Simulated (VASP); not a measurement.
SiO2:

```
CELL_PARAMETERS angstrom
-4.47204 4.47204 2.61177
4.47204 -4.47204 2.61177
4.47204 4.47204 -2.61177
ATOMIC_POSITIONS crystal
Si 0.82311 0.82311 0.64622
Si 0.17689 0.82311 0.00000
Si 0.82311 0.17689 0.00000
Si 0.17689 0.17689 0.35378
O 0.00000 0.79145 0.79145
O 0.20855 0.00000 0.20855
O 0.79145 0.00000 0.79145
O 0.00000 0.20855 0.20855
O 0.00000 0.00000 0.50000
O 0.50000 0.00000 0.00000
O 0.00000 0.50000 0.00000
O 0.50000 0.50000 0.50000
```

Base run:

```yaml
Program: VASP 6.6.1
Functional: r2SCAN
Potentials_or_basis: VASP PAW PBE potentials, release 64 (Si, O)
Cutoff: 520 eV
k_mesh: 6 × 6 × 6
Occupations: gaussian, width 0.01 eV
Spin: no spin polarisation
```

Its results: band gap on the k mesh 6.07 eV (least direct gap 6.08 eV); pressure 0.2 GPa; largest force 0.007 eV/Å.

The run is repeated on the same cell with these changes: functional from r2SCAN to LDA; potentials or basis from VASP PAW PBE potentials, release 64 (Si, O) to VASP PAW LDA potentials, release 64 (Si, O). What comes out?

Band gap on the k mesh 5.32 eV (least direct gap 5.33 eV); pressure -0.9 GPa; largest force 0.028 eV/Å.

Caveats: the PAW data sets were made with another functional, which shifts forces and pressure a little (at least some runs).

A k mesh can miss the band edges.
